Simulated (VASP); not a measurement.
Wanted: the native input for a VASP 6.6.1 run.

```
Task                   : single point
Functional             : PBE
Potentials or basis    : VASP PAW PBE potentials, release 64 (Ba_sv, Ti_sv, O)
Cutoff                 : 520 eV
k mesh                 : 6 × 6 × 6
Occupations            : gaussian, width 0.01 eV
Spin                   : no spin polarisation
Dipole correction      : no
Further INCAR settings : ALGO = Normal; EDIFF = 1e-06; NBANDS = 28
```

The structure of BaTiO3 lies in POSCAR:

```
BaTiO3
1.0
    3.9723652307      0.0000000000      0.0000000000
    0.0000000000      3.9723652307      0.0000000000
    0.0000000000      0.0000000000      4.1122285344
Ba Ti O
1 1 3
Direct
    0.0000000000      0.0000000000     -0.0043576122
    0.5000000000      0.5000000000      0.4775258109
    0.5000000000      0.5000000000      0.0345450333
    0.5000000000      0.0000000000      0.5176433840
    0.0000000000      0.5000000000      0.5176433840
```

These files were run (other wordings do the same):

INCAR

```
SYSTEM = BaTiO3
PREC     = Accurate       ! precision mode
ENCUT    = 520            ! plane-wave cutoff, eV
EDIFF    = 1E-6           ! SCF threshold, eV
ISMEAR   = 0              ! smearing method
SIGMA    = 0.01           ! smearing width, eV
LREAL    = .FALSE.        ! projectors in reciprocal space
LASPH    = .TRUE.         ! aspherical terms in the spheres
NELM     = 100            ! most SCF steps
ALGO     = Normal         ! electronic algorithm
ISIF     = 2              ! what is computed and relaxed
LWAVE    = .FALSE.        ! write WAVECAR
LCHARG   = .FALSE.        ! write CHGCAR
GGA      = PE             ! functional
NBANDS   = 28             ! bands
```

KPOINTS

```
Automatic mesh
0
G
  6 6 6
  0 0 0
```

Potentials or basis: VASP PAW PBE potentials, release 64 (Ba_sv, Ti_sv, O).

Command:

```console
$ cat potpaw_PBE.64/Ba_sv/POTCAR potpaw_PBE.64/Ti_sv/POTCAR potpaw_PBE.64/O/POTCAR > POTCAR
$ mpirun -np 1 vasp_std > vasp.out
```

It gave:

- Pressure: 4.9 GPa
- Largest force: 0.200 eV/Å
- Band gap on the k mesh: 1.81 eV (least direct gap 2.30 eV)

Caveat: the cell stands under pressure; spin-orbit coupling is left out, which moves the levels of the heavy elements.

Run time: 99 s on 1 thread of Intel Xeon 8259CL, on a shared host, peak memory 0.22 GiB.
